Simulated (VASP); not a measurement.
Set up this calculation in VASP 6.6.1, as the native input.

```yaml
Task: single point
Functional: PBE
Potentials_or_basis: VASP PAW PBE potentials, release 64 (Ag)
Cutoff: 520 eV
k_mesh: 14 × 14 × 8
Occupations: fermi-dirac, width 0.05 eV
Spin: no spin polarisation
Dipole_correction: no
Further_INCAR_settings: ALGO = Normal; EDIFF = 1e-06; NBANDS = 18
```

The structure of Ag lies in POSCAR:

```
Ag
1.0
    2.9590098492      0.0000000000      0.0000000000
   -1.4795049246      2.5625776994      0.0000000000
    0.0000000000      0.0000000000      4.8374288271
Ag
2
Direct
    0.3333333333      0.6666666667      0.2500000000
    0.6666666667      0.3333333333      0.7500000000
```

This isn't the form of Ag at room conditions, which is fcc.

One way to write it, as run:

INCAR

```
SYSTEM = Ag
  PREC = Accurate
  ENCUT = 520
  EDIFF = 1E-6
  ISMEAR = -1
  SIGMA = 0.05
  LREAL = .FALSE.
  LASPH = .TRUE.
  NELM = 60
  ALGO = Normal
  ISIF = 2
  LWAVE = .FALSE.
  LCHARG = .TRUE.
  GGA = PE
  LELF = .TRUE.
  LVHAR = .TRUE.
  NBANDS = 18
```

KPOINTS

```
regular mesh
0
G
  14 14 8
  0 0 0
```

Potentials or basis: VASP PAW PBE potentials, release 64 (Ag).

Run with:

```console
$ cat potpaw_PBE.64/Ag/POTCAR > POTCAR
$ mpirun -np 1 vasp_std > vasp.out
```

Results of the run:

```
Pressure               : -2.2 GPa
Band gap on the k mesh : zero (bands 11 and 12 overlap by 6.87 eV)
```

It took 22 s on 1 thread of Intel(R) Xeon(R) 6975P-C (Granite Rapids), on a shared host, peak memory 0.2 GiB.
